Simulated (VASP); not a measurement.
# NiSb (Breithauptite) (P6_3/mmc) in VASP: notebook

Runs on NiSb (Breithauptite). Level: PBEsol. Tasks: single point.

Program: VASP 6.6.1. These are calculated values, not measurements. Logs are shortened: lines on timing, memory, paths and dates and some standing lists are left out, and cuts for length are marked.

## (1) The cell of the first run

Symmetry: P6_3/mmc, No. 194, hexagonal system. The conventional cell has a = 3.848 Å, b = 3.848 Å, c = 5.015 Å, α = 90.00°, β = 90.00°, γ = 120.00°. Within 3.4 Å of Sb (site symmetry -6m2) lie 6 Ni at 2.55 Å and 6 Sb at 3.35 Å. Within 3.3 Å of Ni (site symmetry -3m) lie 2 Ni at 2.51 Å and 6 Sb at 2.55 Å.

## (2) Single point, PBEsol, collinear spin, ferromagnetic start (volume scaled by 0.94)

INCAR reads:

```
SYSTEM = NiSb
PREC = Accurate ; ENCUT = 520
EDIFF = 1E-7 ; ISMEAR = -1
SIGMA = 0.05 ; LREAL = .False.
LASPH = .True. ; NELM = 150
ALGO = Normal ; ISIF = 2
LWAVE = .False. ; LCHARG = .False.
ISPIN = 2 ; MAGMOM = 0 0 1 1
LORBIT = 11 ; LMAXMIX = 4
GGA = PS ; NBANDS = 27
```

KPOINTS reads:

```
Automatic mesh
0
Gamma
  8 8 5
  0 0 0
```

POSCAR reads:

```
NiSb
1.0
    3.8478142350      0.0000000000      0.0000000000
   -1.9239071175      3.3323048766      0.0000000000
    0.0000000000      0.0000000000      5.0154808766
Sb Ni
2 2
Direct
    0.6666666667      0.3333333333      0.7500000000
    0.3333333333      0.6666666667      0.2500000000
    0.0000000000      0.0000000000      0.5000000000
    0.0000000000      0.0000000000      0.0000000000
```

Potentials or basis: VASP PAW PBE potentials, release 64 (Sb, Ni).

Run with:

```sh
cat potpaw_PBE.64/Sb/POTCAR potpaw_PBE.64/Ni/POTCAR > POTCAR
mpirun -np 1 vasp_std > vasp.out
```

OUTCAR:

```text
SYSTEM = NiSb
   PREC = Accurate
   ENCUT = 520
   EDIFF = 1E-7
   ISMEAR = -1
   LREAL = .False.
   LASPH = .True.
   NELM = 150
   ISIF = 2
   ISPIN = 2
   LORBIT = 11
   GGA = PS

 ion  position               nearest neighbor table
   1  0.667  0.333  0.750-   3 2.55   4 2.55   3 2.55   4 2.55   3 2.55   4 2.55   2 3.35   2 3.35
                             2 3.35   2 3.35   2 3.35   2 3.35
   2  0.333  0.667  0.250-   3 2.55   4 2.55   3 2.55   4 2.55   3 2.55   4 2.55   1 3.35   1 3.35
                             1 3.35   1 3.35   1 3.35   1 3.35
   3  0.000  0.000  0.500-   4 2.51   4 2.51   1 2.55   2 2.55   1 2.55   2 2.55   1 2.55   2 2.55

   4  0.000  0.000  0.000-   3 2.51   3 2.51   1 2.55   2 2.55   1 2.55   2 2.55   1 2.55   2 2.55

  LATTYP: Found a hexagonal cell.
 ALAT       =     3.8478142350
 C/A-ratio  =     1.3034623218

  Lattice vectors:

 A1 = (   3.8478142350,   0.0000000000,   0.0000000000)
 A2 = (  -1.9239071175,   3.3323048766,   0.0000000000)
 A3 = (   0.0000000000,   0.0000000000,   5.0154808766)

Analysis of symmetry for initial positions (statically):
=====================================================================
 Subroutine PRICEL returns:
 Original cell was already a primitive cell.

 Routine SETGRP: Setting up the symmetry group for a
 hexagonal supercell.

 Subroutine GETGRP returns: Found 24 space group operations
 (whereof 12 operations were pure point group operations)
 out of a pool of 24 trial point group operations.

The static configuration has the point symmetry D_3d.
 The point group associated with its full space group is D_6h.

Analysis of symmetry for dynamics (positions and initial velocities):
=====================================================================
 Subroutine PRICEL returns:
 Original cell was already a primitive cell.

 Routine SETGRP: Setting up the symmetry group for a
 hexagonal supercell.

 Subroutine GETGRP returns: Found 24 space group operations
 (whereof 12 operations were pure point group operations)
 out of a pool of 24 trial point group operations.

The dynamic configuration has the point symmetry D_3d.
 The point group associated with its full space group is D_6h.

Analysis of structural, dynamic, and magnetic symmetry:
=====================================================================
 Subroutine PRICEL returns:
 Original cell was already a primitive cell.

 Routine SETGRP: Setting up the symmetry group for a
 hexagonal supercell.

 Subroutine GETGRP returns: Found 24 space group operations
 (whereof 12 operations were pure point group operations)
 out of a pool of 24 trial point group operations.

The overall configuration has the point symmetry D_3d.
 The point group associated with its full space group is D_6h.

 Subroutine INISYM returns: Found 24 space group operations
 (whereof 12 operations are pure point group operations),
 and found     1 'primitive' translations

----------------------------------------------------------------------------------------

                                     Primitive cell

  volume of cell :      64.3089

  direct lattice vectors                    reciprocal lattice vectors
     3.847814235  0.000000000  0.000000000     0.259887806  0.150046295  0.000000000
    -1.923907117  3.332304877  0.000000000     0.000000000  0.300092590  0.000000000
     0.000000000  0.000000000  5.015480877     0.000000000  0.000000000  0.199382676

  length of vectors
     3.847814235  3.847814235  5.015480877     0.300092590  0.300092590  0.199382676

  position of ions in fractional coordinates (direct lattice)
     0.666666667  0.333333333  0.750000000
     0.333333333  0.666666667  0.250000000
     0.000000000  0.000000000  0.500000000
     0.000000000  0.000000000  0.000000000

  ion indices of the primitive-cell ions
   primitive index   ion index
                 1           1
                 2           2
                 3           3
                 4           4

----------------------------------------------------------------------------------------

 KPOINTS: Automatic mesh

Automatic generation of k-mesh.
 Grid dimensions read from file:
 generate k-points for:    8    8    5

 Generating k-lattice:

  Cartesian coordinates                     Fractional coordinates (reciprocal lattice)
     0.032485976  0.018755787  0.000000000     0.125000000  0.000000000  0.000000000
     0.000000000  0.037511574  0.000000000     0.000000000  0.125000000  0.000000000
     0.000000000  0.000000000  0.039876535     0.000000000  0.000000000  0.200000000

  Length of vectors
     0.037511574  0.037511574  0.039876535

  Shift w.r.t. Gamma in fractional coordinates (k-lattice)
     0.000000000  0.000000000  0.000000000

 Subroutine IBZKPT returns following result:
 ===========================================

 Found     30 irreducible k-points:

 Following reciprocal coordinates:
            Coordinates               Weight
  0.000000  0.000000  0.000000      1.000000
  0.125000  0.000000  0.000000      6.000000
  0.250000  0.000000  0.000000      6.000000
  0.375000  0.000000  0.000000      6.000000
  0.500000  0.000000  0.000000      3.000000
  0.125000  0.125000  0.000000      6.000000
[... 16 lines left out ...]
  0.250000  0.000000  0.400000     12.000000
  0.375000  0.000000  0.400000     12.000000
 [... further k-points ...]
   k-points           NKPTS =     30   k-points in BZ     NKDIM =     30   number of bands    NBANDS=     27
   number of dos      NEDOS =    301   number of ions     NIONS =      4
   total plane-waves  NPLWV =  36000
   dimension x,y,z NGX =    30 NGY =   30 NGZ =   40
   dimension x,y,z NGXF=    60 NGYF=   60 NGZF=   80
   ions per type =               2   2
   NGX,Y,Z   is equivalent  to a cutoff of  12.96, 12.96, 13.26 a.u.
   NGXF,Y,Z  is equivalent  to a cutoff of  25.92, 25.92, 26.52 a.u.
 SYSTEM =  NiSb
   PREC   = accura    normal or accurate (medium, high low for compatibility)
   ISTART =      0    job   : 0-new  1-cont  2-samecut
   ICHARG =      2    charge: 1-file 2-atom 10-const
   ISPIN  =      2    spin polarized calculation?
   LNONCOLLINEAR =      F non collinear calculations
   LSORBIT =      F    spin-orbit coupling
   LASPH  =      T    aspherical Exc in radial PAW
   ENCUT  =  520.0 eV  38.22 Ry    6.18 a.u.   7.15  7.15  9.33*2*pi/ulx,y,z
   NELM   =    150;   NELMIN=  2; NELMDL= -5     # of ELM steps
   EDIFF  = 0.1E-06   stopping-criterion for ELM
   LREAL  =      F    real-space projection
   EDIFFG = 0.1E-05   stopping-criterion for IOM
   NSW    =      0    number of steps for IOM
   IBRION =     -1    ionic relax: 0-MD 1-quasi-New 2-CG
   NFREE  =      0    steps in history (QN), initial steepest desc. (CG)
   ISIF   =      2    stress and relaxation
   ISYM   =      2    0-nonsym 1-usesym 2-fastsym
   POTIM  = 0.5000    time-step for ionic-motion
   TEBEG  =    0.0;   TEEND  =   0.0 temperature during run
   PSTRESS=    0.0 pullay stress
   NELECT =      30.0000    total number of electrons
   NUPDOWN=      -1.0000    fix difference up-down
   EMIN   =  10.00;   EMAX   =-10.00  energy-range for DOS
   EFERMI =   0.00;   METHOD = LEGACY
   ISMEAR =    -1;   SIGMA  =   0.05  broadening in eV -4-tet -1-fermi 0-gaus
   EFERMI_NEDOS =   21; number of points for ismear=-14 and -15
   IALGO  =     38    algorithm
   IMIX   =      4    mixing-type and parameters
     AMIX     =   0.40;   BMIX     =  1.00
     AMIX_MAG =   1.60;   BMIX_MAG =  1.00
  volume/ion in A,a.u.               =      16.08       108.49
  Fermi-wavevector in a.u.,A,eV,Ry     =   1.269672  2.399332 21.933493  1.612066
  Thomas-Fermi vector in A             =   2.402700
   LORBIT       =     11    0 simple, 1 ext, 2 COOP (PROOUT), +10 PAW based schemes
   GGA     = PS    functional components
   LHFCALC =     F    Hartree Fock is set to
   AEXX    =    0.0000 exact exchange contribution
   IVDW    =     0    specifies the selected vdW correction
   LEPSILON=     F    determine dielectric tensor
   LRPA    =     F    only Hartree local field effects (RPA)
 spin polarized calculation
  energy-cutoff  :      520.00
  volume of cell :       64.31
 maximum number of plane-waves:      1751
 NGX is ok and might be reduce to    30
   NGX = 15   NGY = 15   NGZ = 19

 number of electron      29.9999979 magnetization       0.0000017

 number of electron      29.9999979 magnetization      -0.0000313

 Free energy of the ion-electron system (eV)
  ---------------------------------------------------
  ext. energy  EPLUGINS =         0.00000000
  ---------------------------------------------------
  free energy    TOTEN  =       -22.62486328 eV

  energy without entropy =      -22.60861259  energy(sigma->0) =      -22.61673793

 E-fermi :  10.8221     XC(G=0): -11.9723

 val. band max:       10.8002899207   @ k =   0.1250   0.0000   0.0000
 cond. band min:      10.8495131065   @ k =   0.3750   0.2500   0.0000
 fundamental gap:      0.0492231859
 Fermi energy:        10.8221086938

 spin component 1

 k-point     1 :       0.0000    0.0000    0.0000
  band No.  band energies     occupation
      1      -2.7071      1.00000
      2       2.2835      1.00000
      3       4.1516      1.00000
      4       6.5621      1.00000
      5       6.5621      1.00000
      6       7.3434      1.00000
[... 19 lines left out ...]
     26      20.7771      0.00000
     27      20.7771      0.00000
[... 667 lines left out ...]
      5       7.1635      1.00000
      6       7.4231      1.00000
[... 19 lines left out ...]
     26      21.9686      0.00000
     27      22.7718      0.00000

 [... further k-points ...]

 spin component 2

 k-point     1 :       0.0000    0.0000    0.0000
  band No.  band energies     occupation
      1      -2.7071      1.00000
      2       2.2835      1.00000
      3       4.1516      1.00000
      4       6.5621      1.00000
      5       6.5621      1.00000
      6       7.3434      1.00000
[... 19 lines left out ...]
     26      20.7771      0.00000
     27      20.7771      0.00000
[... 667 lines left out ...]
      5       7.1635      1.00000
      6       7.4231      1.00000
[... 19 lines left out ...]
     26      21.9686      0.00000
     27      22.7718      0.00000

 [... further k-points ...]
[... 5 lines left out ...]
  --------------------------------------------------------------------------------------
  -------------------------------------------------------------------------------------
  Total        2.8269813      2.8269813      2.4283871     -0.0000000      0.0000000     -0.0000000
  in kB       70.4307184     70.4307184     60.5002388     -0.0000000      0.0000000     -0.0000000
  external PRESSURE =      67.1205586 kB  Pullay stress =       0.0000000 kB

 VOLUME and BASIS-vectors are now :
 -----------------------------------------------------------------------------
  energy-cutoff  :      520.00
  volume of cell :       64.31
      direct lattice vectors                 reciprocal lattice vectors
     3.847814235  0.000000000  0.000000000     0.259887806  0.150046295  0.000000000
    -1.923907117  3.332304877  0.000000000     0.000000000  0.300092590  0.000000000
     0.000000000  0.000000000  5.015480877     0.000000000  0.000000000  0.199382676

 POSITION                                       TOTAL-FORCE (eV/Angst)
 -----------------------------------------------------------------------------------
      1.92391      1.11077      3.76161         0.000000      0.000000      0.000000
     -0.00000      2.22154      1.25387        -0.000000     -0.000000      0.000000
      0.00000      0.00000      2.50774        -0.000000      0.000000      0.000000
      0.00000      0.00000      0.00000        -0.000000      0.000000      0.000000
 -----------------------------------------------------------------------------------
    total drift:                               -0.000000      0.000000      0.000000

  FREE ENERGIE OF THE ION-ELECTRON SYSTEM (eV)
  ---------------------------------------------------
  free  energy   TOTEN  =       -22.6248632778 eV

  energy  without entropy=      -22.6086125892  energy(sigma->0) =      -22.61673793

 total charge

# of ion       s       p       d       tot
------------------------------------------
    1        1.123   1.264   0.088   2.475
    2        1.123   1.264   0.088   2.475
    3        0.478   0.551   8.503   9.532
    4        0.478   0.551   8.503   9.532
--------------------------------------------------
tot          3.201   3.631  17.182  24.013

 magnetization (x)

# of ion       s       p       d       tot
------------------------------------------
    1       -0.000  -0.000   0.000  -0.000
    2       -0.000  -0.000   0.000  -0.000
    3       -0.000  -0.000  -0.000  -0.000
    4       -0.000  -0.000  -0.000  -0.000
--------------------------------------------------
tot         -0.000  -0.000  -0.000  -0.000
```

Run time: 3.3 min. Hardware: 1 thread of Intel Xeon 8259CL, shared host; peak memory 0.26 GiB.

Results:

```yaml
Free_energy: -22.6249 eV
Pressure: 6.7 GPa
Band_gap_on_the_k_mesh: zero (filled and empty bands overlap)
Net_moment: 0.00 μB per cell
Valence_electrons_inside_the_program's_atomic_spheres: Sb 2.48; Ni 9.53
```

Stress tensor (GPa, compression positive):
```
7.04 0.00 0.00
0.00 7.04 0.00
0.00 0.00 6.05
```

Caveat: the PAW data sets were made with another functional, which shifts forces and pressure a little; spin-orbit coupling is left out, which moves the levels of the heavy elements.

(Continued in part 2 of 2.)
